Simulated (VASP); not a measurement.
# P in VASP: further runs

The runs below take P through single point, with r2SCAN.

Everything below comes from runs of VASP 6.6.1. Logs are shortened: lines on timing, memory, paths and dates and some standing lists are left out, and cuts for length are marked.

## 1. The cell of the first run

The cell holds a slab with vacuum, 4 atoms: a = 3.290 Å, b = 34.859 Å, c = 4.636 Å, α = 90.00°, β = 90.00°, γ = 90.00°.

## 2. Single point, r2SCAN

Contents of POSCAR:

```
P
1.0
    3.2904850415      0.0000000000      0.0000000000
    0.0000000000     34.8585983265      0.0000000000
    0.0000000000      0.0000000000      4.6361278689
P
4
Direct
    0.0000000000      0.9701265398      0.5914832018
    0.0000000000      0.0298734602      0.4085167982
    0.5000000000      0.0298734602      0.0914832018
    0.5000000000      0.9701265398      0.9085167982
```

Contents of INCAR.step1:

```
  PREC = Accurate
  ENCUT = 520
  ISMEAR = 0
  SIGMA = 0.02
  LREAL = False
  LASPH = True
  NELM = 100
  NBANDS = 18
  GGA = PE
  ALGO = Normal
  EDIFF = 1E-4
  LWAVE = True
  LCHARG = False
```

Contents of INCAR.step2:

```
  PREC = Accurate
  ENCUT = 520
  EDIFF = 1E-6
  ISMEAR = 0
  SIGMA = 0.02
  LREAL = False
  LASPH = True
  NELM = 100
  ALGO = Normal
  ISIF = 2
  LWAVE = False
  LCHARG = False
  METAGGA = R2SCAN
  LMIXTAU = True
  NBANDS = 18
  ISTART = 1
```

Contents of KPOINTS:

```
Automatic mesh
0
Gamma
  8 1 6
```

Potentials or basis: VASP PAW PBE potentials, release 64 (P).

Command:

```console
$ cat potpaw_PBE.64/P/POTCAR > POTCAR
$ cp INCAR.step1 INCAR
$ mpirun -np 1 vasp_std > vasp.out
$ cp INCAR.step2 INCAR
$ mpirun -np 1 vasp_std > vasp.out
```

OUTCAR:

```text
PREC = Accurate
   ENCUT = 520
   EDIFF = 1E-6
   ISMEAR = 0
   LREAL = False
   LASPH = True
   NELM = 100
   ISIF = 2
   METAGGA = R2SCAN
   ISTART = 1

 ion  position               nearest neighbor table
   1  0.000  0.970  0.591-   4 2.21   4 2.21   2 2.25
   2  0.000  0.030  0.409-   3 2.21   3 2.21   1 2.25
   3  0.500  0.030  0.091-   2 2.21   2 2.21   4 2.25
   4  0.500  0.970  0.909-   1 2.21   1 2.21   3 2.25

  LATTYP: Found a simple orthorhombic cell.
 ALAT       =     3.2904850415
 B/A-ratio  =     1.4089496869
 C/A-ratio  =    10.5937568130

  Lattice vectors:

 A1 = (  -3.2904850415,   0.0000000000,   0.0000000000)
 A2 = (   0.0000000000,   0.0000000000,   4.6361278689)
 A3 = (   0.0000000000,  34.8585983265,   0.0000000000)

Analysis of symmetry for initial positions (statically):
=====================================================================
 Subroutine PRICEL returns:
 Original cell was already a primitive cell.

 Routine SETGRP: Setting up the symmetry group for a
 simple orthorhombic supercell.

 Subroutine GETGRP returns: Found  8 space group operations
 (whereof  4 operations were pure point group operations)
 out of a pool of  8 trial point group operations.

The static configuration has the point symmetry C_2h.
 The point group associated with its full space group is D_2h.

Analysis of symmetry for dynamics (positions and initial velocities):
=====================================================================
 Subroutine PRICEL returns:
 Original cell was already a primitive cell.

 Routine SETGRP: Setting up the symmetry group for a
 simple orthorhombic supercell.

 Subroutine GETGRP returns: Found  8 space group operations
 (whereof  4 operations were pure point group operations)
 out of a pool of  8 trial point group operations.

The dynamic configuration has the point symmetry C_2h.
 The point group associated with its full space group is D_2h.

 Subroutine INISYM returns: Found  8 space group operations
 (whereof  4 operations are pure point group operations),
 and found     1 'primitive' translations

----------------------------------------------------------------------------------------

                                     Primitive cell

  volume of cell :     531.7717

  direct lattice vectors                    reciprocal lattice vectors
     3.290485042  0.000000000  0.000000000     0.303906563  0.000000000  0.000000000
     0.000000000 34.858598327  0.000000000     0.000000000  0.028687327  0.000000000
     0.000000000  0.000000000  4.636127869     0.000000000  0.000000000  0.215697243

  length of vectors
     3.290485042 34.858598327  4.636127869     0.303906563  0.028687327  0.215697243

  position of ions in fractional coordinates (direct lattice)
     0.000000000  0.970126540  0.591483202
     0.000000000  0.029873460  0.408516798
     0.500000000  0.029873460  0.091483202
     0.500000000  0.970126540  0.908516798

  ion indices of the primitive-cell ions
   primitive index   ion index
                 1           1
                 2           2
                 3           3
                 4           4

----------------------------------------------------------------------------------------

 KPOINTS: Automatic mesh

Automatic generation of k-mesh.
 Grid dimensions read from file:
 generate k-points for:    8    1    6

 Generating k-lattice:

  Cartesian coordinates                     Fractional coordinates (reciprocal lattice)
     0.037988320  0.000000000  0.000000000     0.125000000  0.000000000  0.000000000
     0.000000000  0.028687327  0.000000000     0.000000000  1.000000000  0.000000000
     0.000000000  0.000000000  0.035949541     0.000000000  0.000000000  0.166666667

  Length of vectors
     0.037988320  0.028687327  0.035949541

  Shift w.r.t. Gamma in fractional coordinates (k-lattice)
     0.000000000  0.000000000  0.000000000

 Subroutine IBZKPT returns following result:
 ===========================================

 Found     20 irreducible k-points:

 Following reciprocal coordinates:
            Coordinates               Weight
  0.000000  0.000000  0.000000      1.000000
  0.125000  0.000000  0.000000      2.000000
  0.250000  0.000000  0.000000      2.000000
  0.375000  0.000000  0.000000      2.000000
  0.500000  0.000000  0.000000      1.000000
  0.000000  0.000000  0.166667      2.000000
[... 12 lines left out ...]
  0.375000  0.000000  0.500000      2.000000
  0.500000  0.000000  0.500000      1.000000
   k-points           NKPTS =     20   k-points in BZ     NKDIM =     20   number of bands    NBANDS=     18
   number of dos      NEDOS =    301   number of ions     NIONS =      4
   total plane-waves  NPLWV = 233280
   dimension x,y,z NGX =    24 NGY =  270 NGZ =   36
   dimension x,y,z NGXF=    48 NGYF=  540 NGZF=   72
   ions per type =               4
   NGX,Y,Z   is equivalent  to a cutoff of  12.13, 12.88, 12.91 a.u.
   NGXF,Y,Z  is equivalent  to a cutoff of  24.25, 25.75, 25.82 a.u.
 SYSTEM =  unknown system
   PREC   = accura    normal or accurate (medium, high low for compatibility)
   ISTART =      1    job   : 0-new  1-cont  2-samecut
   ICHARG =      0    charge: 1-file 2-atom 10-const
   ISPIN  =      1    spin polarized calculation?
   LNONCOLLINEAR =      F non collinear calculations
   LSORBIT =      F    spin-orbit coupling
   LASPH  =      T    aspherical Exc in radial PAW
   ENCUT  =  520.0 eV  38.22 Ry    6.18 a.u.   6.12 64.81  8.62*2*pi/ulx,y,z
   NELM   =    100;   NELMIN=  2; NELMDL=  0     # of ELM steps
   EDIFF  = 0.1E-05   stopping-criterion for ELM
   LREAL  =      F    real-space projection
   EDIFFG = 0.1E-04   stopping-criterion for IOM
   NSW    =      0    number of steps for IOM
   IBRION =     -1    ionic relax: 0-MD 1-quasi-New 2-CG
   NFREE  =      0    steps in history (QN), initial steepest desc. (CG)
   ISIF   =      2    stress and relaxation
   ISYM   =      2    0-nonsym 1-usesym 2-fastsym
   POTIM  = 0.5000    time-step for ionic-motion
   TEBEG  =    0.0;   TEEND  =   0.0 temperature during run
   PSTRESS=    0.0 pullay stress
   NELECT =      20.0000    total number of electrons
   NUPDOWN=      -1.0000    fix difference up-down
   EMIN   =  10.00;   EMAX   =-10.00  energy-range for DOS
   EFERMI =   0.00;   METHOD = LEGACY
   ISMEAR =     0;   SIGMA  =   0.02  broadening in eV -4-tet -1-fermi 0-gaus
   EFERMI_NEDOS =   21; number of points for ismear=-14 and -15
   IALGO  =     38    algorithm
   IMIX   =      4    mixing-type and parameters
     AMIX     =   0.40;   BMIX     =  1.00
     AMIX_MAG =   1.60;   BMIX_MAG =  1.00
  volume/ion in A,a.u.               =     132.94       897.14
  Fermi-wavevector in a.u.,A,eV,Ry     =   0.548500  1.036514  4.093339  0.300852
  Thomas-Fermi vector in A             =   1.579218
   LORBIT       =      0    0 simple, 1 ext, 2 COOP (PROOUT), +10 PAW based schemes
   METAGGA = R2SCAN    functional components
   LHFCALC =     F    Hartree Fock is set to
   AEXX    =    0.0000 exact exchange contribution
   IVDW    =     0    specifies the selected vdW correction
   LEPSILON=     F    determine dielectric tensor
   LRPA    =     F    only Hartree local field effects (RPA)
 non-spin polarized calculation
 Gauss-broadening in eV      SIGMA  =   0.02
  energy-cutoff  :      520.00
  volume of cell :      531.77
 maximum number of plane-waves:     14400
   NGX = 13   NGY =129   NGZ = 17

 number of electron      20.0000000 magnetization

 Free energy of the ion-electron system (eV)
  ---------------------------------------------------
  ext. energy  EPLUGINS =         0.00000000
  ---------------------------------------------------
  free energy    TOTEN  =       -35.78888798 eV

  energy without entropy =      -35.78888798  energy(sigma->0) =      -35.78888798

 E-fermi :  -3.5082     XC(G=0):  -1.7248

 val. band max:       -3.6283421527   @ k =   0.0000   0.0000   0.0000
 cond. band min:      -2.5053384683   @ k =   0.0000   0.0000   0.0000
 fundamental gap:      1.1230036843
 Fermi energy:        -3.5081513378

 k-point     1 :       0.0000    0.0000    0.0000
  band No.  band energies     occupation
      1     -19.4518      2.00000
      2     -16.8512      2.00000
      3     -13.3103      2.00000
      4      -9.6479      2.00000
      5      -8.4356      2.00000
      6      -8.3479      2.00000
[... 10 lines left out ...]
     17       1.7020      0.00000
     18       1.8447      0.00000

 k-point     2 :       0.1250    0.0000    0.0000
  band No.  band energies     occupation
      1     -19.2551      2.00000
      2     -16.6448      2.00000
      3     -13.3953      2.00000
      4      -9.5053      2.00000
      5      -8.6439      2.00000
      6      -8.2071      2.00000
[... 10 lines left out ...]
     17       1.9179      0.00000
     18       1.9232      0.00000

 k-point     3 :       0.2500    0.0000    0.0000
  band No.  band energies     occupation
      1     -18.6713      2.00000
      2     -16.0285      2.00000
      3     -13.8985      2.00000
      4      -9.9811      2.00000
      5      -9.3185      2.00000
      6      -9.1284      2.00000
[... 10 lines left out ...]
     17       2.3396      0.00000
     18       2.5632      0.00000

 k-point     4 :       0.3750    0.0000    0.0000
  band No.  band energies     occupation
      1     -17.7237      2.00000
      2     -15.0647      2.00000
      3     -15.0116      2.00000
      4     -11.8853      2.00000
      5      -9.4271      2.00000
      6      -8.7672      2.00000
[... 291 lines left out ...]
      4     -12.3892      2.00000
      5      -9.3378      2.00000
      6      -9.3378      2.00000
[... 10 lines left out ...]
     17       3.3156      0.00000
     18       3.3156      0.00000

 k-point    19 :       0.3750    0.0000    0.5000
  band No.  band energies     occupation
      1     -16.7268      2.00000
      2     -16.7268      2.00000
      3     -13.2514      2.00000
      4     -13.2514      2.00000
      5      -9.5328      2.00000
      6      -9.5328      2.00000
[... 10 lines left out ...]
     17       3.5096      0.00000
     18       3.5096      0.00000

 k-point    20 :       0.5000    0.0000    0.5000
  band No.  band energies     occupation
      1     -16.1136      2.00000
      2     -16.1136      2.00000
      3     -14.0276      2.00000
      4     -14.0276      2.00000
      5      -8.8932      2.00000
      6      -8.8932      2.00000
[... 10 lines left out ...]
     17       3.3277      0.00000
     18       3.3277      0.00000

------------------------ aborting loop because EDIFF is reached ----------------------------------------

  FORCE on cell =-STRESS in cart. coord.  units (eV):
  Direction    XX          YY          ZZ          XY          YZ          ZX
  --------------------------------------------------------------------------------------
  -------------------------------------------------------------------------------------
  Total       -0.3489464     -0.2686205     -0.3791879      0.0000000      0.0000000      0.0000000
  in kB       -1.0513422     -0.8093280     -1.1424569      0.0000000      0.0000000      0.0000000
  external PRESSURE =      -1.0010424 kB  Pullay stress =       0.0000000 kB

 VOLUME and BASIS-vectors are now :
 -----------------------------------------------------------------------------
  energy-cutoff  :      520.00
  volume of cell :      531.77
      direct lattice vectors                 reciprocal lattice vectors
     3.290485042  0.000000000  0.000000000     0.303906563  0.000000000  0.000000000
     0.000000000 34.858598327  0.000000000     0.000000000  0.028687327  0.000000000
     0.000000000  0.000000000  4.636127869     0.000000000  0.000000000  0.215697243

 POSITION                                       TOTAL-FORCE (eV/Angst)
 -----------------------------------------------------------------------------------
      0.00000     33.81725      2.74219         0.000000      0.060297      0.078908
      0.00000      1.04135      1.89394         0.000000     -0.060297     -0.078908
      1.64524      1.04135      0.42413         0.000000     -0.060297      0.078908
      1.64524     33.81725      4.21200        -0.000000      0.060297     -0.078908
 -----------------------------------------------------------------------------------
    total drift:                               -0.000000      0.000000     -0.000000

  FREE ENERGIE OF THE ION-ELECTRON SYSTEM (eV)
  ---------------------------------------------------
  free  energy   TOTEN  =       -35.7888879808 eV

  energy  without entropy=      -35.7888879808  energy(sigma->0) =      -35.78888798
```

It took 9.2 min on 1 thread of Intel Xeon 6975P-C (Granite Rapids), shared host; peak memory 0.63 GiB.

What came out:

| Item | Value |
| --- | --- |
| Free energy | -35.7889 eV |
| Largest force | 0.099 eV/Å |
| Band gap on the k mesh | 1.12 eV, direct |

Forces in eV/Å, atoms in the order of the input:
```
P    0.000  0.060  0.079
P    0.000 -0.060 -0.079
P    0.000 -0.060  0.079
P    0.000  0.060 -0.079
```

Caveat: the PAW data sets were made with another functional, which shifts forces and pressure a little.

## 3. Single point, r2SCAN

This run uses another cell than the first one, of 132.55 Å³/atom, 0.997 times its volume.

Contents of POSCAR:

```
P
1.0
    3.2837277200      0.0000000000      0.0000000000
    0.0000000000     34.8570309900      0.0000000000
    0.0000000000      0.0000000000      4.6320847100
P
4
Direct
    0.0000000000      0.9702614300      0.5921507200
    0.0000000000      0.0297385700      0.4078492800
    0.5000000000      0.0297385700      0.0921507200
    0.5000000000      0.9702614300      0.9078492800
```

Contents of INCAR.step1:

```
SYSTEM = P
ALGO = Normal ; EDIFF = 1E-4
ENCUT = 520 ; GGA = PE
ISMEAR = 0 ; LASPH = .True.
LCHARG = .False. ; LREAL = .False.
LWAVE = .True. ; NBANDS = 18
NELM = 100 ; PREC = Accurate
SIGMA = 0.1
```

Contents of INCAR.step2:

```
SYSTEM = P
ALGO = Normal ; EDIFF = 1E-6
ENCUT = 520 ; ISIF = 2
ISMEAR = 0 ; ISTART = 1
LASPH = .True. ; LCHARG = .False.
LMIXTAU = .True. ; LREAL = .False.
LWAVE = .False. ; METAGGA = R2SCAN
NBANDS = 18 ; NELM = 100
PREC = Accurate ; SIGMA = 0.1
```

Contents of KPOINTS:

```
k-points
0
Gamma
  6 1 4
  0 0 0
```

Potentials or basis: VASP PAW PBE potentials, release 64 (P).

Command:

```console
$ cat potpaw_PBE.64/P/POTCAR > POTCAR
$ cp INCAR.step1 INCAR
$ mpirun -np 1 vasp_std > vasp.out
$ cp INCAR.step2 INCAR
$ mpirun -np 1 vasp_std > vasp.out
```

It took 6.1 min on 1 thread of Intel Xeon 6975P-C (Granite Rapids), shared host; peak memory 0.6 GiB.

The run converged. Its results:

```
Free energy            : -35.7742 eV
Largest force          : 0.025 eV/Å
Band gap on the k mesh : 1.13 eV, direct
```

Forces on the atoms (eV/Å):
```
P    0.000  0.018 -0.018
P    0.000 -0.018  0.018
P    0.000 -0.018 -0.018
P    0.000  0.018  0.018
```

Levels at points of the mesh, in eV from the valence-band top:
| k point | band 6 | band 7 | band 8 | band 9 | band 10 | band 11 | band 12 | band 13 | band 14 | band 15 |
| --- | --- | --- | --- | --- | --- | --- | --- | --- | --- | --- |
| (0.00, 0.00, 0.00) | -4.76 | -3.68 | -2.02 | -1.70 | 0.00 | 1.13 | 1.84 | 2.95 | 3.53 | 4.89 |
| (0.50, 0.00, 0.00) | -5.38 | -2.90 | -2.90 | -2.03 | -2.03 | 1.46 | 1.46 | 2.51 | 2.51 | 4.15 |
| (0.00, 0.00, 0.50) | -3.04 | -2.87 | -2.87 | -1.46 | -1.46 | 2.39 | 2.39 | 4.00 | 4.00 | 4.09 |
| (0.50, 0.00, 0.50) | -5.32 | -4.71 | -4.71 | -1.14 | -1.14 | 2.61 | 2.61 | 4.07 | 4.07 | 5.64 |

Caveat: the PAW data sets were made with another functional, which shifts forces and pressure a little.

(Continued in part 2 of 2.)
